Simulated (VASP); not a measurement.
Wanted: the native input for a VASP 6.6.1 run.

| Quantity | Value |
| --- | --- |
| Task | single point |
| Functional | PBEsol |
| Potentials or basis | VASP PAW PBE potentials, release 64 (Pt) |
| Cutoff | 520 eV |
| k mesh | 22 × 22 × 22 |
| Occupations | gaussian, width 0.15 eV |
| Spin | collinear spin |
| Starting moments | [0.3] μB |
| Fixed moment | 0.3 μB |
| Dipole correction | no |
| Further INCAR settings | ALGO = Fast; EDIFF = 1e-06; NBANDS = 15 |

The structure of Pt lies in POSCAR:

```
Pt
1.0
    0.0000000000      2.0700977806      2.0700977806
    2.0700977806      0.0000000000      2.0700977806
    2.0700977806      2.0700977806      0.0000000000
Pt
1
Direct
    0.0000000000      0.0000000000      0.0000000000
```

The input as run:

INCAR

```
  PREC = Accurate
  ENCUT = 520
  EDIFF = 1E-6
  ISMEAR = 0
  SIGMA = 0.15
  LREAL = F
  LASPH = T
  NELM = 150
  ALGO = Fast
  ISIF = 2
  LWAVE = F
  LCHARG = F
  ISPIN = 2
  MAGMOM = 0.3
  LORBIT = 11
  NUPDOWN = 0.3
  LMAXMIX = 4
  GGA = PS
  NBANDS = 15
```

KPOINTS

```
Automatic mesh
0
Gamma
  22 22 22
```

Potentials or basis: VASP PAW PBE potentials, release 64 (Pt).

Run with:

```console
$ cat potpaw_PBE.64/Pt/POTCAR > POTCAR
$ mpirun -np 1 vasp_std > vasp.out
```

Results of the run:

- Pressure: -30.2 GPa
- Net moment: 0.30 μB per cell
- Site moments: Pt +0.30 μB
- Valence electrons inside the program's atomic spheres: Pt 8.93

Caveat: the cell stands under tension; the PAW data sets were made with another functional, which shifts forces and pressure a little; the total moment is fixed, so each spin has its own Fermi level and the state may be an excited one.

Run time: 56 s on 1 thread of Intel(R) Xeon(R) 6975P-C (Granite Rapids), on a shared host, peak memory 0.25 GiB.
